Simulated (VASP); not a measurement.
A run of VASP 6.6.1 is set up as follows.

The input INCAR:

```
  PREC = Accurate
  ENCUT = 600
  EDIFF = 1E-6
  ISMEAR = 0
  SIGMA = 0.1
  LREAL = False
  LASPH = True
  NELM = 120
  ALGO = Normal
  ISIF = 2
  LWAVE = False
  LCHARG = False
  GGA = PE
  NBANDS = 11
  GGA_COMPAT = False
```

The input KPOINTS:

```
regular mesh
0
Gamma
  8 8 8
```

The input POSCAR:

```
MgO
1.0
    0.0000000000      2.1050000000      2.1050000000
    2.1050000000      0.0000000000      2.1050000000
    2.1050000000      2.1050000000      0.0000000000
Mg O
1 1
Direct
    0.0000000000      0.0000000000      0.0000000000
    0.5000000000      0.5000000000      0.5000000000
```

Potentials or basis: VASP PAW PBE potentials, release 64 (Mg, O).

The run is started by

```console
$ cat potpaw_PBE.64/Mg/POTCAR potpaw_PBE.64/O/POTCAR > POTCAR
$ mpirun -np 1 vasp_std > vasp.out
```

Problem. What does it give for the pressure?

Solution. 3.9 GPa.

Problem. Estimate the band gap on the k mesh.

Solution. 4.74 eV, direct.

PBE gaps usually lie below the measured ones, often by a third to a half.
